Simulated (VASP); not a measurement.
Mg2C, 3 atoms in the cell. The structure is orthorhombic, space group Immm (No. 71). Conventional cell: a = 3.791 Å, b = 3.876 Å, c = 5.422 Å, α = 90.00°, β = 90.00°, γ = 90.00°. Within 3.1 Å of C (site symmetry mmm) lie 8 Mg at 2.33 to 2.37 Å. Within 3.1 Å of Mg (site symmetry mm2) lie 4 C at 2.33 to 2.37 Å and 6 Mg at 2.71 Å.  This cell differs from its parent crystal: shear xy strain -2.2%.

* Program: VASP 6.6.1
* Task: single point
* Functional: r2SCAN
* Potentials or basis: VASP PAW PBE potentials, release 64 (C, Mg)
* Cutoff: 520 eV
* k mesh: 8 × 8 × 8
* Occupations: gaussian, width 0.01 eV
* Spin: no spin polarisation
* Dipole correction: no
* Further INCAR settings: ALGO = Normal; EDIFF = 1e-06; NBANDS = 11

Potentials or basis: VASP PAW PBE potentials, release 64 (C, Mg).

Run with:

```bash
$ cat potpaw_PBE.64/C/POTCAR potpaw_PBE.64/Mg/POTCAR > POTCAR
$ cp INCAR.step1 INCAR
$ mpirun -np 1 vasp_std > vasp.out
$ cp INCAR.step2 INCAR
$ mpirun -np 1 vasp_std > vasp.out
```

Hardware: 1 thread of Intel(R) Xeon(R) Platinum 8375C CPU @ 2.90GHz (Ice Lake) (shared host).

**Question.** How long does it take, and how much memory?

**Answer.** It took 110 s on 1 thread of Intel(R) Xeon(R) Platinum 8375C CPU @ 2.90GHz (Ice Lake), on a shared host, peak memory 0.2 GiB. Counts: k points 95.
